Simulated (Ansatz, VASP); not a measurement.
One calculation of Ge, two programs

Contents of POSCAR:

```
Ge
1.0
    2.8375026868     -2.8375026868      0.0000000000
    2.8375026868      0.0000000000     -2.8375026868
    8.2730815851      8.2730815851      8.2730815851
Ge
6
Direct
    0.6666666667      0.6666666667      0.3715389539
    1.0000000000      0.0000000000      0.1428855267
    0.3333333333      0.3333333333      0.6001923810
    0.6666666667      0.6666666667      0.5430290242
    1.0000000000      1.0000000000      0.3143755971
    0.3333333333      0.3333333333      0.0857221699
```

File INCAR.step1:

```
PREC = Accurate ; ENCUT = 520
ISMEAR = 0 ; SIGMA = 0.03
LREAL = False ; LASPH = True
NELM = 80 ; NBANDS = 51
GGA = PE ; ALGO = Normal
EDIFF = 1E-4 ; LWAVE = True
LCHARG = False
```

INCAR.step2

```
PREC = Accurate ; ENCUT = 520
EDIFF = 1E-7 ; ISMEAR = 0
SIGMA = 0.03 ; LREAL = False
LASPH = True ; NELM = 80
ALGO = Normal ; ISIF = 2
LWAVE = False ; LCHARG = False
METAGGA = R2SCAN ; LMIXTAU = True
NBANDS = 51 ; ISTART = 1
```

The input KPOINTS:

```
Automatic mesh
0
Gamma
  10 10 4
```

Input for Ansatz:

```yaml
crystal:
  lattice:
    - [2.8375026867, -2.8375026867, 0.0]
    - [2.8375026867, 0.0, -2.8375026867]
    - [8.2730815848, 8.2730815848, 8.2730815848]
  atoms:
    - { symbol: Ge, position: [0.6666666667, 0.6666666667, 0.3715389538] }
    - { symbol: Ge, position: [1.0, 0.0, 0.1428855267] }
    - { symbol: Ge, position: [0.3333333333, 0.3333333333, 0.600192381] }
    - { symbol: Ge, position: [0.6666666667, 0.6666666667, 0.5430290242] }
    - { symbol: Ge, position: [1.0, 0.0, 0.314375597] }
    - { symbol: Ge, position: [0.3333333333, 0.3333333333, 0.0857221699] }
basis:
  ecutwfc: 500
kpoints:
  mp_grid: { grid: [10, 10, 4] }
hamiltonian:
  xc: r2scan
scf:
  occupations: { method: gaussian, width: 0.03 }
output:
  forces: true
  stress: true
  eigenvalues: true
```

Alike in both runs: task single point; functional r2SCAN; k mesh 10 × 10 × 4; occupations gaussian, width 0.03 eV; no spin polarisation.

|  | VASP | Ansatz |
| --- | --- | --- |
| version | VASP 6.6.1 | Ansatz 0.2.0 |
| potentials or method | VASP PAW PBE potentials, release 64 (Ge_d), cutoff 520 eV | scalar-relativistic, plane waves, PAW |
| valence electrons in the cell | 84 | 84 |

|  | VASP | Ansatz | Ansatz less VASP |
| --- | --- | --- | --- |
| gap on the k mesh at the Fermi level (eV) | none | none | - |
| rms of the force components (eV/Å) | 0.237 | 0.243 | +0.0063 |

VASP's potentials were made for PBE, not for r2SCAN. Atom by atom the forces differ by 0.008 eV/Å (rms over components). A gap of «none» marks a metal or a gap that the smearing closes.
